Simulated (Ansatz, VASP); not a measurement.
# One calculation of Li, two programs

The input INCAR:

```
  ALGO = Normal
  EDIFF = 1E-6
  ENCUT = 520
  GGA = PE
  ISIF = 2
  ISMEAR = -1
  LASPH = T
  LCHARG = T
  LELF = T
  LREAL = F
  LVHAR = T
  LWAVE = F
  NBANDS = 10
  NELM = 60
  PREC = Accurate
  SIGMA = 0.05
```

KPOINTS

```
k-points
0
Gamma
  11 11 6
```

Contents of POSCAR:

```
Li
1.0
    3.0646488937      0.0000000000      0.0000000000
   -1.5323244468      2.6540637956      0.0000000000
    0.0000000000      0.0000000000      4.9647312077
Li
2
Direct
    0.2133333333      0.6066666667      0.1600000000
    0.7866666667      0.3933333333      0.8400000000
```

Input for Ansatz:

```yaml
crystal:
  lattice:
    - [3.0646488937, 0.0, 0.0]
    - [-1.5323244468, 2.6540637956, 0.0]
    - [0.0, 0.0, 4.9647312077]
  atoms:
    - { symbol: Li, position: [0.2133333333, 0.6066666667, 0.16] }
    - { symbol: Li, position: [0.7866666667, 0.3933333333, 0.84] }
kpoints:
  mp_grid: { grid: [11, 11, 6] }
scf:
  occupations: { method: fermi_dirac, width: 0.05 }
hamiltonian:
  xc: pbe
  pseudopotentials: { kind: all_electron, lapw: { basis_error: 0.001 } }
output:
  forces: true
  stress: true
  eigenvalues: true
  populations: true
```

Change from the starting cell: shortest bond scaled by 0.64, LAPW.

Alike in both runs: task single point; functional PBE; k mesh 11 × 11 × 6; occupations fermi-dirac, width 0.05 eV; no spin polarisation.

|  | VASP | Ansatz |
| --- | --- | --- |
| version | VASP 6.6.1 | Ansatz 0.2.0 |
| potentials or method | VASP PAW PBE potentials, release 64 (Li_sv), cutoff 520 eV | all-electron LAPW, scalar-relativistic |

VASP gave:

```
rms of the force components (eV/Å) : 1.069
```

Problem. Which values does Ansatz return?

Solution. rms of the force components (eV/Å): 1.070.

Atom by atom the forces differ by 0.003 eV/Å (rms over components). Ansatz ran all-electron here, and VASP with PAW potentials.

Noted on VASP's run: the cutoff is short for stress, so the pressure is rough.
